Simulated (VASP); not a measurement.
# NaMg6Sb: single point with PBE

NaMg6Sb:

```xyz
8
Lattice="5.2726 0.0000 0.0000 0.0000 3.1768 5.7178 0.0000 -3.1768 5.7178" Properties=species:S:1:pos:R:3 pbc="T T T"
Sb    0.0000    0.0000    7.6130
Mg    2.6363    0.0000    9.5635
Mg    2.6363    0.0000    3.8392
Mg    2.6363   -1.5925    6.6467
Mg    2.6363    1.5925    6.6467
Mg    0.0000   -1.5771    4.7607
Mg    0.0000    1.5771    4.7607
Na    0.0000    0.0000    1.9117
```

```
Program                : VASP 6.6.1
Task                   : single point
Functional             : PBE
Potentials or basis    : VASP PAW PBE potentials, release 64 (Sb, Mg, Na_pv)
Cutoff                 : 520 eV
k mesh                 : 5 × 5 × 5
Occupations            : fermi-dirac, width 0.05 eV
Spin                   : no spin polarisation
Dipole correction      : no
Further INCAR settings : ALGO = Fast; EDIFF = 1e-07; NBANDS = 22
```

- Pressure: -0.2 GPa
- Largest force: 0.147 eV/Å
- Band gap on the k mesh: zero (bands 12 and 13 overlap by 0.76 eV)

Forces on the atoms (eV/Å):
```
Sb   0.000  0.000 -0.055
Mg   0.000  0.000  0.147
Mg   0.000  0.000  0.011
Mg   0.000 -0.097 -0.079
Mg   0.000  0.097 -0.079
Mg   0.000 -0.018  0.017
Mg   0.000  0.018  0.017
Na   0.000  0.000  0.022
```

Stress tensor (GPa, compression positive):
```
-1.50  0.00  0.00
 0.00  0.41  0.00
 0.00  0.00  0.55
```

Levels at points of the mesh, in eV from the Fermi level:
| k point | band 10 | band 11 | band 12 | band 13 | band 14 | band 15 |
| --- | --- | --- | --- | --- | --- | --- |
| (0.00, 0.00, 0.00) | -1.86 | -1.74 | -0.92 | 0.68 | 1.63 | 1.89 |

Run time: 64 s on 1 thread of AMD EPYC 9R45 96-Core Processor (Zen 5), on a shared host, peak memory 0.34 GiB.

Caveat: spin-orbit coupling is left out, which moves the levels of the heavy elements.
